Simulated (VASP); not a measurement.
Set up this calculation in VASP 6.6.1, as the native input.

```yaml
Task: single point
Functional: PBE
Potentials_or_basis: VASP PAW PBE potentials, release 64 (Al, O)
Cutoff: 520 eV
k_mesh: 6 × 6 × 6
Occupations: gaussian, width 0.05 eV
Spin: no spin polarisation
Dipole_correction: no
Further_INCAR_settings: ALGO = Normal; EDIFF = 1e-07; NBANDS = 35
```

The structure of Al2O3 lies in POSCAR:

```
Al2O3
1.0
    2.3188957477      1.3388150842      4.4504247191
   -2.3188957477      1.3388150842      4.4504247191
    0.0000000000     -2.6776301684      4.4504247191
Al O
4 6
Direct
    0.8521293568      0.8521293568      0.8521293568
    0.6478706432      0.6478706432      0.6478706432
    0.1478706432      0.1478706432      0.1478706432
    0.3521293568      0.3521293568      0.3521293568
    0.0561574040      0.4438425960      0.7500000000
    0.7500000000      0.0561574040      0.4438425960
    0.4438425960      0.7500000000      0.0561574040
    0.9438425960      0.5561574040      0.2500000000
    0.2500000000      0.9438425960      0.5561574040
    0.5561574040      0.2500000000      0.9438425960
```

One way to write it, as run:

INCAR

```
PREC = Accurate
ENCUT = 520
EDIFF = 1E-7
ISMEAR = 0
SIGMA = 0.05
LREAL = F
LASPH = T
NELM = 60
ALGO = Normal
ISIF = 2
LWAVE = F
LCHARG = F
GGA = PE
NBANDS = 35
```

KPOINTS

```
regular mesh
0
Gamma
  6 6 6
```

Potentials or basis: VASP PAW PBE potentials, release 64 (Al, O).

Launch:

```bash
$ cat potpaw_PBE.64/Al/POTCAR potpaw_PBE.64/O/POTCAR > POTCAR
$ mpirun -np 1 vasp_std > vasp.out
```

It gave:

* Pressure: 15.1 GPa
* Largest force: 0.390 eV/Å
* Band gap on the k mesh: 6.39 eV

Caveat: the cell stands under pressure.

It took 2.5 min on 1 thread of Intel Xeon 8259CL, on a shared host, peak memory 0.26 GiB.
